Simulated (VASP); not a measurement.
# BaHfO3 (P6/mmm) in VASP: density of states with PBE

Aim: the density of states of BaHfO3 with PBE.

Program: VASP 6.6.1. These are calculated values, not measurements. Logs are shortened: lines on timing, memory, paths and dates and some standing lists are left out, and cuts for length are marked.

**1. The cell of the first run**

It takes space group P6/mmm (No. 191, hexagonal). Conventional cell: a = 4.318 Å, b = 4.318 Å, c = 7.096 Å, α = 90.00°, β = 90.00°, γ = 120.00°. Within 4.7 Å of Ba (site symmetry 6/mmm) lie 2 Hf at 3.55 Å and 12 O at 4.15 Å and 6 Ba at 4.32 Å. Hf (site symmetry 6/mmm) has 6 O at 2.16 Å within 2.9 Å. O (site symmetry mmm) has 2 Hf at 2.16 Å and 4 O at 2.16 Å within 2.9 Å.

**2. Density of states, PBE**

POSCAR

```
BaHfO3
1.0
    4.3176931941      0.0000000000      0.0000000000
   -2.1588465971      3.7392319919      0.0000000000
    0.0000000000      0.0000000000      7.0959875839
Ba Hf O
1 1 3
Direct
    0.0000000000      0.0000000000      0.5000000000
    0.0000000000      0.0000000000      0.0000000000
    0.5000000000      0.0000000000      0.0000000000
    0.0000000000      0.5000000000      0.0000000000
    0.5000000000      0.5000000000      0.0000000000
```

INCAR.step1

```
PREC     = Accurate       # precision mode
ENCUT    = 520            # plane-wave cutoff, eV
EDIFF    = 1E-7           # SCF threshold, eV
ISMEAR   = 0              # smearing method
SIGMA    = 0.1            # smearing width, eV
LREAL    = False          # projectors in reciprocal space
LASPH    = True           # aspherical terms in the spheres
NELM     = 80             # most SCF steps
ALGO     = Normal         # electronic algorithm
ISIF     = 2              # what is computed and relaxed
LWAVE    = False          # write WAVECAR
LCHARG   = True           # write CHGCAR
LMAXMIX  = 4              # l up to which the mixer works
GGA      = PE             # functional
NBANDS   = 27             # bands
```

KPOINTS.step1

```
regular mesh
0
Gamma
  12 12 6
```

INCAR.step2

```
PREC     = Accurate       # precision mode
ENCUT    = 520            # plane-wave cutoff, eV
EDIFF    = 1E-7           # SCF threshold, eV
ISMEAR   = -5             # smearing method
SIGMA    = 0.1            # smearing width, eV
LREAL    = False          # projectors in reciprocal space
LASPH    = True           # aspherical terms in the spheres
NELM     = 80             # most SCF steps
ALGO     = Normal         # electronic algorithm
ISIF     = 2              # what is computed and relaxed
LWAVE    = False          # write WAVECAR
LCHARG   = False          # write CHGCAR
LMAXMIX  = 4              # l up to which the mixer works
GGA      = PE             # functional
LORBIT   = 11             # projections on sites
NEDOS    = 2001           # points of the DOS
ICHARG   = 11             # starting density
```

KPOINTS.step2

```
regular mesh
0
Gamma
  18 18 9
```

Potentials or basis: VASP PAW PBE potentials, release 64 (Ba_sv, Hf_pv, O).

Command:

```bash
cat potpaw_PBE.64/Ba_sv/POTCAR potpaw_PBE.64/Hf_pv/POTCAR potpaw_PBE.64/O/POTCAR > POTCAR
cp INCAR.step1 INCAR
cp KPOINTS.step1 KPOINTS
mpirun -np 1 vasp_std > vasp.out
cp INCAR.step2 INCAR
cp KPOINTS.step2 KPOINTS
mpirun -np 1 vasp_std > vasp.out
```

OUTCAR:

```text
PREC = Accurate
   ENCUT = 520
   EDIFF = 1E-7
   ISMEAR = -5
   LREAL = False
   LASPH = True
   NELM = 80
   ISIF = 2
   GGA = PE
   LORBIT = 11
   ICHARG = 11

 ion  position               nearest neighbor table
   1  0.000  0.000  0.500-   2 3.55   2 3.55
   2  0.000  0.000  0.000-   3 2.16   3 2.16   5 2.16   5 2.16   4 2.16   4 2.16   1 3.55   1 3.55

   3  0.500  0.000  0.000-   2 2.16   2 2.16
   4  0.000  0.500  0.000-   2 2.16   2 2.16
   5  0.500  0.500  0.000-   2 2.16   2 2.16

  LATTYP: Found a hexagonal cell.
 ALAT       =     4.3176931941
 C/A-ratio  =     1.6434673018

  Lattice vectors:

 A1 = (   4.3176931941,   0.0000000000,   0.0000000000)
 A2 = (  -2.1588465971,   3.7392319919,   0.0000000000)
 A3 = (   0.0000000000,   0.0000000000,   7.0959875839)

Analysis of symmetry for initial positions (statically):
=====================================================================
 Subroutine PRICEL returns:
 Original cell was already a primitive cell.

 Routine SETGRP: Setting up the symmetry group for a
 hexagonal supercell.

 Subroutine GETGRP returns: Found 24 space group operations
 (whereof 24 operations were pure point group operations)
 out of a pool of 24 trial point group operations.

The static configuration has the point symmetry D_6h.

Analysis of symmetry for dynamics (positions and initial velocities):
=====================================================================
 Subroutine PRICEL returns:
 Original cell was already a primitive cell.

 Routine SETGRP: Setting up the symmetry group for a
 hexagonal supercell.

 Subroutine GETGRP returns: Found 24 space group operations
 (whereof 24 operations were pure point group operations)
 out of a pool of 24 trial point group operations.

The dynamic configuration has the point symmetry D_6h.

 Subroutine INISYM returns: Found 24 space group operations
 (whereof 24 operations are pure point group operations),
 and found     1 'primitive' translations

----------------------------------------------------------------------------------------

                                     Primitive cell

  volume of cell :     114.5637

  direct lattice vectors                    reciprocal lattice vectors
     4.317693194  0.000000000  0.000000000     0.231605155  0.133717298  0.000000000
    -2.158846597  3.739231992  0.000000000     0.000000000  0.267434597  0.000000000
     0.000000000  0.000000000  7.095987584     0.000000000  0.000000000  0.140924711

  length of vectors
     4.317693194  4.317693194  7.095987584     0.267434597  0.267434597  0.140924711

  position of ions in fractional coordinates (direct lattice)
     0.000000000  0.000000000  0.500000000
     0.000000000  0.000000000  0.000000000
     0.500000000  0.000000000  0.000000000
     0.000000000  0.500000000  0.000000000
     0.500000000  0.500000000  0.000000000

  ion indices of the primitive-cell ions
   primitive index   ion index
                 1           1
                 2           2
                 3           3
                 4           4
                 5           5

----------------------------------------------------------------------------------------

 KPOINTS: regular mesh

Automatic generation of k-mesh.
 Grid dimensions read from file:
 generate k-points for:   18   18    9

 Generating k-lattice:

  Cartesian coordinates                     Fractional coordinates (reciprocal lattice)
     0.012866953  0.007428739  0.000000000     0.055555556  0.000000000  0.000000000
     0.000000000  0.014857478  0.000000000     0.000000000  0.055555556  0.000000000
     0.000000000  0.000000000  0.015658301     0.000000000  0.000000000  0.111111111

  Length of vectors
     0.014857478  0.014857478  0.015658301

  Shift w.r.t. Gamma in fractional coordinates (k-lattice)
     0.000000000  0.000000000  0.000000000

 TETIRR: Found   2805 inequivalent tetrahedra from    17496

 Subroutine IBZKPT returns following result:
 ===========================================

 Found    185 irreducible k-points:

 Following reciprocal coordinates:
            Coordinates               Weight
  0.000000  0.000000  0.000000      1.000000
  0.055556  0.000000  0.000000      6.000000
  0.111111  0.000000  0.000000      6.000000
  0.166667  0.000000  0.000000      6.000000
  0.222222  0.000000  0.000000      6.000000
  0.277778  0.000000  0.000000      6.000000
[... 16 lines left out ...]
  0.333333  0.111111  0.000000     12.000000
  0.388889  0.111111  0.000000     12.000000
 [... further k-points ...]
   k-points           NKPTS =    185   k-points in BZ     NKDIM =    185   number of bands    NBANDS=     23
   number of dos      NEDOS =   2001   number of ions     NIONS =      5
   total plane-waves  NPLWV =  55296
   dimension x,y,z NGX =    32 NGY =   32 NGZ =   54
   dimension x,y,z NGXF=    64 NGYF=   64 NGZF=  108
   ions per type =               1   1   3
   NGX,Y,Z   is equivalent  to a cutoff of  12.32, 12.32, 12.65 a.u.
   NGXF,Y,Z  is equivalent  to a cutoff of  24.64, 24.64, 25.30 a.u.
 SYSTEM =  unknown system
   PREC   = accura    normal or accurate (medium, high low for compatibility)
   ISTART =      0    job   : 0-new  1-cont  2-samecut
   ICHARG =     11    charge: 1-file 2-atom 10-const
   ISPIN  =      1    spin polarized calculation?
   LNONCOLLINEAR =      F non collinear calculations
   LSORBIT =      F    spin-orbit coupling
   LASPH  =      T    aspherical Exc in radial PAW
   ENCUT  =  520.0 eV  38.22 Ry    6.18 a.u.   8.03  8.03 13.19*2*pi/ulx,y,z
   NELM   =     80;   NELMIN=  2; NELMDL=  0     # of ELM steps
   EDIFF  = 0.1E-06   stopping-criterion for ELM
   LREAL  =      F    real-space projection
   EDIFFG = 0.1E-05   stopping-criterion for IOM
   NSW    =      0    number of steps for IOM
   IBRION =     -1    ionic relax: 0-MD 1-quasi-New 2-CG
   NFREE  =      0    steps in history (QN), initial steepest desc. (CG)
   ISIF   =      2    stress and relaxation
   ISYM   =      2    0-nonsym 1-usesym 2-fastsym
   POTIM  = 0.5000    time-step for ionic-motion
   TEBEG  =    0.0;   TEEND  =   0.0 temperature during run
   PSTRESS=    0.0 pullay stress
   NELECT =      38.0000    total number of electrons
   NUPDOWN=      -1.0000    fix difference up-down
   EMIN   =  10.00;   EMAX   =-10.00  energy-range for DOS
   EFERMI =   0.00;   METHOD = LEGACY
   ISMEAR =    -5;   SIGMA  =   0.10  broadening in eV -4-tet -1-fermi 0-gaus
   EFERMI_NEDOS =   21; number of points for ismear=-14 and -15
   IALGO  =     38    algorithm
   IMIX   =      4    mixing-type and parameters
     AMIX     =   0.40;   BMIX     =  1.00
     AMIX_MAG =   1.60;   BMIX_MAG =  1.00
  volume/ion in A,a.u.               =      22.91       154.62
  Fermi-wavevector in a.u.,A,eV,Ry     =   1.133236  2.141505 17.472925  1.284224
  Thomas-Fermi vector in A             =   2.269938
   LORBIT       =     11    0 simple, 1 ext, 2 COOP (PROOUT), +10 PAW based schemes
   GGA     = PE    functional components
   LHFCALC =     F    Hartree Fock is set to
   AEXX    =    0.0000 exact exchange contribution
   IVDW    =     0    specifies the selected vdW correction
   LEPSILON=     F    determine dielectric tensor
   LRPA    =     F    only Hartree local field effects (RPA)
 non-spin polarized calculation
 Fermi weights with tetrahedron method with Bloechl corrections
  energy-cutoff  :      520.00
  volume of cell :      114.56
 maximum number of plane-waves:      3117

 number of electron      38.0000009 magnetization

 Free energy of the ion-electron system (eV)
  ---------------------------------------------------
  ext. energy  EPLUGINS =         0.00000000
  ---------------------------------------------------
  free energy    TOTEN  =       -31.40429471 eV

  energy without entropy =      -31.40429471  energy(sigma->0) =      -31.40429471

 E-fermi :   2.2783     XC(G=0):  -8.6582

 val. band max:        2.2721202808   @ k =   0.1667   0.1667   0.4444
 cond. band min:       2.2518854320   @ k =   0.1667   0.1111   0.1111
 fundamental gap:     -0.0202348488
 Fermi energy:         2.2783249380

 k-point     1 :       0.0000    0.0000    0.0000
  band No.  band energies     occupation
      1     -28.7574      2.00000
      2     -28.5436      2.00000
      3     -28.5436      2.00000
      4     -26.7903      2.00000
      5     -17.8049      2.00000
      6     -14.7404      2.00000
[... 15 lines left out ...]
     22       3.9111      0.00000
     23       3.9125      0.00000

 k-point     2 :       0.0556    0.0000    0.0000
  band No.  band energies     occupation
      1     -28.7573      2.00000
      2     -28.5475      2.00000
      3     -28.5447      2.00000
      4     -26.7890      2.00000
      5     -17.7760      2.00000
      6     -14.7621      2.00000
[... 15 lines left out ...]
     22       3.9403      0.00000
     23       3.9547      0.00000

 k-point     3 :       0.1111    0.0000    0.0000
  band No.  band energies     occupation
      1     -28.7569      2.00000
      2     -28.5589      2.00000
      3     -28.5477      2.00000
      4     -26.7855      2.00000
      5     -17.6910      2.00000
      6     -14.8258      2.00000
[... 15 lines left out ...]
     22       3.9151      0.00000
     23       4.0430      0.00000

 k-point     4 :       0.1667    0.0000    0.0000
  band No.  band energies     occupation
      1     -28.7564      2.00000
      2     -28.5762      2.00000
      3     -28.5523      2.00000
      4     -26.7801      2.00000
      5     -17.5540      2.00000
      6     -14.9282      2.00000
[... 15 lines left out ...]
     22       3.6914      0.00000
     23       4.1249      0.00000

 k-point     5 :       0.2222    0.0000    0.0000
  band No.  band energies     occupation
      1     -28.7557      2.00000
      2     -28.5972      2.00000
      3     -28.5580      2.00000
      4     -26.7734      2.00000
      5     -17.3721      2.00000
      6     -15.0645      2.00000
[... 434 lines left out ...]
 k-point    22 :       0.2778    0.1111    0.0000
  band No.  band energies     occupation
      1     -28.7541      2.00000
      2     -28.6396      2.00000
      3     -28.5771      2.00000
      4     -26.7577      2.00000
      5     -16.8442      2.00000
      6     -15.4188      2.00000
[... 15 lines left out ...]
     22       3.4643      0.00000
     23       3.8551      0.00000

 k-point    23 :       0.3333    0.1111    0.0000
  band No.  band energies     occupation
      1     -28.7536      2.00000
      2     -28.6540      2.00000
      3     -28.5827      2.00000
      4     -26.7526      2.00000
      5     -16.5915      2.00000
      6     -15.6145      2.00000
[... 15 lines left out ...]
     22       3.7588      0.00000
     23       3.8032      0.00000

 k-point    24 :       0.3889    0.1111    0.0000
  band No.  band energies     occupation
      1     -28.7532      2.00000
      2     -28.6633      2.00000
      3     -28.5863      2.00000
      4     -26.7492      2.00000
      5     -16.3384      2.00000
      6     -15.8291      2.00000
[... 15 lines left out ...]
     22       3.6961      0.00000
     23       4.1276      0.00000

 [... further k-points ...]
[... 5 lines left out ...]
  --------------------------------------------------------------------------------------
  -------------------------------------------------------------------------------------
  Total       -0.6839991     -0.6839991     -0.2118437      0.0000000      0.0000000     -0.0000000
  in kB       -9.5657515     -9.5657515     -2.9626410      0.0000000      0.0000000     -0.0000000
  external PRESSURE =      -7.3647147 kB  Pullay stress =       0.0000000 kB

 VOLUME and BASIS-vectors are now :
 -----------------------------------------------------------------------------
  energy-cutoff  :      520.00
  volume of cell :      114.56
      direct lattice vectors                 reciprocal lattice vectors
     4.317693194  0.000000000  0.000000000     0.231605155  0.133717298  0.000000000
    -2.158846597  3.739231992  0.000000000     0.000000000  0.267434597  0.000000000
     0.000000000  0.000000000  7.095987584     0.000000000  0.000000000  0.140924711

 POSITION                                       TOTAL-FORCE (eV/Angst)
 -----------------------------------------------------------------------------------
      0.00000      0.00000      3.54799         0.000000      0.000000      0.000000
      0.00000      0.00000      0.00000         0.000000      0.000000      0.000000
      2.15885      0.00000      0.00000         0.000000      0.000000      0.000000
     -1.07942      1.86962      0.00000        -0.000000      0.000000      0.000000
      1.07942      1.86962      0.00000        -0.000000      0.000000      0.000000
 -----------------------------------------------------------------------------------
    total drift:                                0.000000      0.000000     -0.000000

  FREE ENERGIE OF THE ION-ELECTRON SYSTEM (eV)
  ---------------------------------------------------
  free  energy   TOTEN  =       -31.4042947072 eV

  energy  without entropy=      -31.4042947072  energy(sigma->0) =      -31.40429471

 total charge

# of ion       s       p       d       tot
------------------------------------------
    1        2.075   5.529   0.329   7.934
    2        0.323   6.450   1.476   8.250
    3        1.611   3.259   0.000   4.871
    4        1.611   3.259   0.000   4.871
    5        1.611   3.259   0.000   4.871
--------------------------------------------------
tot          7.233  21.757   1.805  30.795
```

It took 4.1 min on 1 thread of Intel Xeon 6975P-C (Granite Rapids), shared host; peak memory 0.6 GiB.

Results:

```yaml
Valence_electrons_inside_the_program's_atomic_spheres: Ba 7.93; Hf 8.25; O 4.87
```

Caveat: spin-orbit coupling is left out, which moves the levels of the heavy elements; tetrahedron occupations give inexact forces and stress in metals.
